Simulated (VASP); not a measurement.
# Pt3Se2 (P4/mmm) in VASP: a series of runs

Runs on Pt3Se2. Level: PBE. Tasks: single point, relaxation of cell and atoms.

All numbers are computed with VASP 6.6.1; they aren't measurements. Logs are shortened: lines on timing, memory, paths and dates and some standing lists are left out, and cuts for length are marked.

## 1. The cell of the first run

Symmetry: P4/mmm, No. 123, tetragonal system. The conventional cell has a = 4.916 Å, b = 4.916 Å, c = 4.725 Å, α = 90.00°, β = 90.00°, γ = 90.00°. Within 3.2 Å of Pt (site symmetry 4/mmm) lie 4 Se at 2.46 Å. Within 3.1 Å of Pt (site symmetry mmm) lie 2 Se at 2.36 Å. Within 3.1 Å of Se (site symmetry mmm) lie 4 Pt at 2.36 to 2.46 Å.

## 2. Single point, PBE

Contents of INCAR:

```
ALGO = Normal ; EDIFF = 1E-6
ENCUT = 520 ; GGA = PE
ISIF = 2 ; ISMEAR = 0
LASPH = T ; LCHARG = F
LREAL = F ; LWAVE = F
NBANDS = 29 ; NELM = 80
PREC = Accurate ; SIGMA = 0.1
```

Contents of KPOINTS:

```
k-points
0
Gamma
  8 8 8
```

Contents of POSCAR:

```
Pt3Se2
1.0
    4.9155114606      0.0000000000      0.0000000000
    0.0000000000      4.9155114606      0.0000000000
    0.0000000000      0.0000000000      4.7251816663
Pt Se
3 2
Direct
    0.0000000000      0.0000000000      0.5000000000
    0.0000000000      0.5000000000      0.0000000000
    0.5000000000      0.0000000000      0.0000000000
    0.0000000000      0.5000000000      0.5000000000
    0.5000000000      0.0000000000      0.5000000000
```

Potentials or basis: VASP PAW PBE potentials, release 64 (Pt, Se).

The run is started by

```
$ cat potpaw_PBE.64/Pt/POTCAR potpaw_PBE.64/Se/POTCAR > POTCAR
$ mpirun -np 1 vasp_std > vasp.out
```

OUTCAR:

```text
EDIFF = 1E-6
   ENCUT = 520
   GGA = PE
   ISIF = 2
   ISMEAR = 0
   LASPH = T
   LREAL = F
   NELM = 80
   PREC = Accurate

 ion  position               nearest neighbor table
   1  0.000  0.000  0.500-   4 2.46   5 2.46   4 2.46   5 2.46   2 3.41   3 3.41   2 3.41   2 3.41
                             2 3.41   3 3.41   3 3.41   3 3.41
   2  0.000  0.500  0.000-   4 2.36   4 2.36   1 3.41   1 3.41   1 3.41   1 3.41   3 3.48   3 3.48
                             3 3.48   3 3.48
   3  0.500  0.000  0.000-   5 2.36   5 2.36   1 3.41   1 3.41   1 3.41   1 3.41   2 3.48   2 3.48
                             2 3.48   2 3.48
   4  0.000  0.500  0.500-   2 2.36   2 2.36   1 2.46   1 2.46
   5  0.500  0.000  0.500-   3 2.36   3 2.36   1 2.46   1 2.46

  LATTYP: Found a simple tetragonal cell.
 ALAT       =     4.9155114606
 C/A-ratio  =     0.9612797578

  Lattice vectors:

 A1 = (   4.9155114606,   0.0000000000,   0.0000000000)
 A2 = (   0.0000000000,   4.9155114606,   0.0000000000)
 A3 = (   0.0000000000,   0.0000000000,   4.7251816663)

Analysis of symmetry for initial positions (statically):
=====================================================================
 Subroutine PRICEL returns:
 Original cell was already a primitive cell.

 Routine SETGRP: Setting up the symmetry group for a
 simple tetragonal supercell.

 Subroutine GETGRP returns: Found 16 space group operations
 (whereof 16 operations were pure point group operations)
 out of a pool of 16 trial point group operations.

The static configuration has the point symmetry D_4h.

Analysis of symmetry for dynamics (positions and initial velocities):
=====================================================================
 Subroutine PRICEL returns:
 Original cell was already a primitive cell.

 Routine SETGRP: Setting up the symmetry group for a
 simple tetragonal supercell.

 Subroutine GETGRP returns: Found 16 space group operations
 (whereof 16 operations were pure point group operations)
 out of a pool of 16 trial point group operations.

The dynamic configuration has the point symmetry D_4h.

 Subroutine INISYM returns: Found 16 space group operations
 (whereof 16 operations are pure point group operations),
 and found     1 'primitive' translations

----------------------------------------------------------------------------------------

                                     Primitive cell

  volume of cell :     114.1710

  direct lattice vectors                    reciprocal lattice vectors
     4.915511461  0.000000000  0.000000000     0.203437630  0.000000000  0.000000000
     0.000000000  4.915511461  0.000000000     0.000000000  0.203437630  0.000000000
     0.000000000  0.000000000  4.725181666     0.000000000  0.000000000  0.211632075

  length of vectors
     4.915511461  4.915511461  4.725181666     0.203437630  0.203437630  0.211632075

  position of ions in fractional coordinates (direct lattice)
     0.000000000  0.000000000  0.500000000
     0.000000000  0.500000000  0.000000000
     0.500000000  0.000000000  0.000000000
     0.000000000  0.500000000  0.500000000
     0.500000000  0.000000000  0.500000000

  ion indices of the primitive-cell ions
   primitive index   ion index
                 1           1
                 2           2
                 3           3
                 4           4
                 5           5

----------------------------------------------------------------------------------------

 KPOINTS: k-points

Automatic generation of k-mesh.
 Grid dimensions read from file:
 generate k-points for:    8    8    8

 Generating k-lattice:

  Cartesian coordinates                     Fractional coordinates (reciprocal lattice)
     0.025429704  0.000000000  0.000000000     0.125000000  0.000000000  0.000000000
     0.000000000  0.025429704  0.000000000     0.000000000  0.125000000  0.000000000
     0.000000000  0.000000000  0.026454009     0.000000000  0.000000000  0.125000000

  Length of vectors
     0.025429704  0.025429704  0.026454009

  Shift w.r.t. Gamma in fractional coordinates (k-lattice)
     0.000000000  0.000000000  0.000000000

 Subroutine IBZKPT returns following result:
 ===========================================

 Found     75 irreducible k-points:

 Following reciprocal coordinates:
            Coordinates               Weight
  0.000000  0.000000  0.000000      1.000000
  0.125000  0.000000  0.000000      4.000000
  0.250000  0.000000  0.000000      4.000000
  0.375000  0.000000  0.000000      4.000000
  0.500000  0.000000  0.000000      2.000000
  0.125000  0.125000  0.000000      4.000000
[... 16 lines left out ...]
  0.375000  0.125000  0.125000     16.000000
  0.500000  0.125000  0.125000      8.000000
 [... further k-points ...]
   k-points           NKPTS =     75   k-points in BZ     NKDIM =     75   number of bands    NBANDS=     29
   number of dos      NEDOS =    301   number of ions     NIONS =      5
   total plane-waves  NPLWV =  57600
   dimension x,y,z NGX =    40 NGY =   40 NGZ =   36
   dimension x,y,z NGXF=    80 NGYF=   80 NGZF=   72
   ions per type =               3   2
   NGX,Y,Z   is equivalent  to a cutoff of  13.53, 13.53, 12.67 a.u.
   NGXF,Y,Z  is equivalent  to a cutoff of  27.06, 27.06, 25.33 a.u.
 SYSTEM =  unknown system
   PREC   = accura    normal or accurate (medium, high low for compatibility)
   ISTART =      0    job   : 0-new  1-cont  2-samecut
   ICHARG =      2    charge: 1-file 2-atom 10-const
   ISPIN  =      1    spin polarized calculation?
   LNONCOLLINEAR =      F non collinear calculations
   LSORBIT =      F    spin-orbit coupling
   LASPH  =      T    aspherical Exc in radial PAW
   ENCUT  =  520.0 eV  38.22 Ry    6.18 a.u.   9.14  9.14  8.79*2*pi/ulx,y,z
   NELM   =     80;   NELMIN=  2; NELMDL= -5     # of ELM steps
   EDIFF  = 0.1E-05   stopping-criterion for ELM
   LREAL  =      F    real-space projection
   EDIFFG = 0.1E-04   stopping-criterion for IOM
   NSW    =      0    number of steps for IOM
   IBRION =     -1    ionic relax: 0-MD 1-quasi-New 2-CG
   NFREE  =      0    steps in history (QN), initial steepest desc. (CG)
   ISIF   =      2    stress and relaxation
   ISYM   =      2    0-nonsym 1-usesym 2-fastsym
   POTIM  = 0.5000    time-step for ionic-motion
   TEBEG  =    0.0;   TEEND  =   0.0 temperature during run
   PSTRESS=    0.0 pullay stress
   NELECT =      42.0000    total number of electrons
   NUPDOWN=      -1.0000    fix difference up-down
   EMIN   =  10.00;   EMAX   =-10.00  energy-range for DOS
   EFERMI =   0.00;   METHOD = LEGACY
   ISMEAR =     0;   SIGMA  =   0.10  broadening in eV -4-tet -1-fermi 0-gaus
   EFERMI_NEDOS =   21; number of points for ismear=-14 and -15
   IALGO  =     38    algorithm
   IMIX   =      4    mixing-type and parameters
     AMIX     =   0.40;   BMIX     =  1.00
     AMIX_MAG =   1.60;   BMIX_MAG =  1.00
  volume/ion in A,a.u.               =      22.83       154.09
  Fermi-wavevector in a.u.,A,eV,Ry     =   1.173021  2.216689 18.721335  1.375979
  Thomas-Fermi vector in A             =   2.309441
   LORBIT       =      0    0 simple, 1 ext, 2 COOP (PROOUT), +10 PAW based schemes
   GGA     = PE    functional components
   LHFCALC =     F    Hartree Fock is set to
   AEXX    =    0.0000 exact exchange contribution
   IVDW    =     0    specifies the selected vdW correction
   LEPSILON=     F    determine dielectric tensor
   LRPA    =     F    only Hartree local field effects (RPA)
 non-spin polarized calculation
 Gauss-broadening in eV      SIGMA  =   0.10
  energy-cutoff  :      520.00
  volume of cell :      114.17
 maximum number of plane-waves:      3094
 NGX is ok and might be reduce to    40
   NGX = 19   NGY = 19   NGZ = 17

 number of electron      41.9999998 magnetization

 Free energy of the ion-electron system (eV)
  ---------------------------------------------------
  ext. energy  EPLUGINS =         0.00000000
  ---------------------------------------------------
  free energy    TOTEN  =       -22.55671865 eV

  energy without entropy =      -22.53441273  energy(sigma->0) =      -22.54556569

 E-fermi :   4.9196     XC(G=0): -10.2701

 val. band max:        4.9108072717   @ k =   0.5000   0.0000   0.5000
 cond. band min:       4.9282184579   @ k =   0.3750   0.1250   0.3750
 fundamental gap:      0.0174111862
 Fermi energy:         4.9195514906

 k-point     1 :       0.0000    0.0000    0.0000
  band No.  band energies     occupation
      1     -10.1819      2.00000
      2      -9.2035      2.00000
      3       0.3939      2.00000
      4       0.3939      2.00000
      5       0.7352      2.00000
      6       0.8358      2.00000
[... 21 lines left out ...]
     28      10.4708      0.00000
     29      11.1727      0.00000

 k-point     2 :       0.1250    0.0000    0.0000
  band No.  band energies     occupation
      1     -10.1284      2.00000
      2      -9.2128      2.00000
      3      -0.1416      2.00000
      4       0.3936      2.00000
      5       0.6462      2.00000
      6       0.9172      2.00000
[... 21 lines left out ...]
     28      11.1206      0.00000
     29      11.4962      0.00000

 k-point     3 :       0.2500    0.0000    0.0000
  band No.  band energies     occupation
      1      -9.9861      2.00000
      2      -9.2444      2.00000
      3      -1.0330      2.00000
      4       0.3926      2.00000
      5       0.4705      2.00000
      6       1.1117      2.00000
[... 21 lines left out ...]
     28      11.8867      0.00000
     29      12.1903      0.00000

 k-point     4 :       0.3750    0.0000    0.0000
  band No.  band energies     occupation
      1      -9.8119      2.00000
      2      -9.3017      2.00000
      3      -1.7105      2.00000
      4       0.3281      2.00000
      5       0.3907      2.00000
      6       1.0000      2.00000
[... 21 lines left out ...]
     28      12.0089      0.00000
     29      12.4709      0.00000

 k-point     5 :       0.5000    0.0000    0.0000
  band No.  band energies     occupation
      1      -9.7187      2.00000
      2      -9.3444      2.00000
      3      -1.9586      2.00000
      4       0.2756      2.00000
      5       0.3895      2.00000
      6       0.9480      2.00000
[... 21 lines left out ...]
     28      12.1007      0.00000
     29      12.5317      0.00000
[... 510 lines left out ...]
     28      11.4823      0.00000
     29      11.8505      0.00000

 k-point    22 :       0.2500    0.1250    0.1250
  band No.  band energies     occupation
      1      -9.8629      2.00000
      2      -9.1714      2.00000
      3      -1.1280      2.00000
      4      -0.1972      2.00000
      5      -0.1446      2.00000
      6       0.3325      2.00000
[... 21 lines left out ...]
     28      12.0073      0.00000
     29      12.1549      0.00000

 k-point    23 :       0.3750    0.1250    0.1250
  band No.  band energies     occupation
      1      -9.6880      2.00000
      2      -9.2222      2.00000
      3      -1.7876      2.00000
      4      -0.2088      2.00000
      5      -0.1171      2.00000
      6       0.1911      2.00000
[... 21 lines left out ...]
     28      11.6278      0.00000
     29      12.6426      0.00000

 k-point    24 :       0.5000    0.1250    0.1250
  band No.  band energies     occupation
      1      -9.5937      2.00000
      2      -9.2627      2.00000
      3      -2.0338      2.00000
      4      -0.2342      2.00000
      5      -0.0322      2.00000
      6       0.0532      2.00000
[... 21 lines left out ...]
     28      11.7853      0.00000
     29      12.8775      0.00000

 [... further k-points ...]
[... 5 lines left out ...]
  --------------------------------------------------------------------------------------
  -------------------------------------------------------------------------------------
  Total        0.0098630      0.0098630      0.2217312      0.0000000      0.0000000      0.0000000
  in kB        0.1384087      0.1384087      3.1115840      0.0000000      0.0000000      0.0000000
  external PRESSURE =       1.1294672 kB  Pullay stress =       0.0000000 kB

 VOLUME and BASIS-vectors are now :
 -----------------------------------------------------------------------------
  energy-cutoff  :      520.00
  volume of cell :      114.17
      direct lattice vectors                 reciprocal lattice vectors
     4.915511461  0.000000000  0.000000000     0.203437630  0.000000000  0.000000000
     0.000000000  4.915511461  0.000000000     0.000000000  0.203437630  0.000000000
     0.000000000  0.000000000  4.725181666     0.000000000  0.000000000  0.211632075

 POSITION                                       TOTAL-FORCE (eV/Angst)
 -----------------------------------------------------------------------------------
      0.00000      0.00000      2.36259         0.000000      0.000000      0.000000
      0.00000      2.45776      0.00000         0.000000      0.000000      0.000000
      2.45776      0.00000      0.00000         0.000000      0.000000      0.000000
      0.00000      2.45776      2.36259         0.000000      0.000000      0.000000
      2.45776      0.00000      2.36259         0.000000      0.000000      0.000000
 -----------------------------------------------------------------------------------
    total drift:                               -0.000000     -0.000000      0.000000

  FREE ENERGIE OF THE ION-ELECTRON SYSTEM (eV)
  ---------------------------------------------------
  free  energy   TOTEN  =       -22.5567186512 eV

  energy  without entropy=      -22.5344127267  energy(sigma->0) =      -22.54556569
```

Wall time 3.1 min (1 thread of AMD EPYC 9R45 (Zen 5), shared host); peak memory 0.34 GiB.

What came out:

```yaml
Free_energy: -22.5567 eV
Pressure: 0.1 GPa
Band_gap_on_the_k_mesh: zero (band 21 reaches 5.64 eV, above the bottom of band 22 at 3.92 eV)
```

Levels at points of the mesh, in eV from the Fermi level:
| k point | band 19 | band 20 | band 21 | band 22 | band 23 | band 24 |
| --- | --- | --- | --- | --- | --- | --- |
| (0.00, 0.00, 0.00) | -1.17 | -1.17 | -0.93 | -0.50 | -0.46 | 0.77 |
| (0.50, 0.00, 0.00) | -1.38 | -1.17 | -0.85 | -0.57 | 0.20 | 0.41 |
| (0.50, 0.50, 0.00) | -1.12 | -0.83 | -0.83 | -0.40 | 1.61 | 1.61 |
| (0.00, 0.00, 0.50) | -0.67 | -0.50 | 0.72 | 0.72 | 0.79 | 0.88 |
| (0.50, 0.00, 0.50) | -0.49 | -0.46 | -0.01 | 0.02 | 0.88 | 4.19 |
| (0.50, 0.50, 0.50) | 0.06 | 0.27 | 0.35 | 0.35 | 1.37 | 1.46 |

Caveat: spin-orbit coupling is left out, which moves the levels of the heavy elements.

(Part 1 of 3 ends here.)
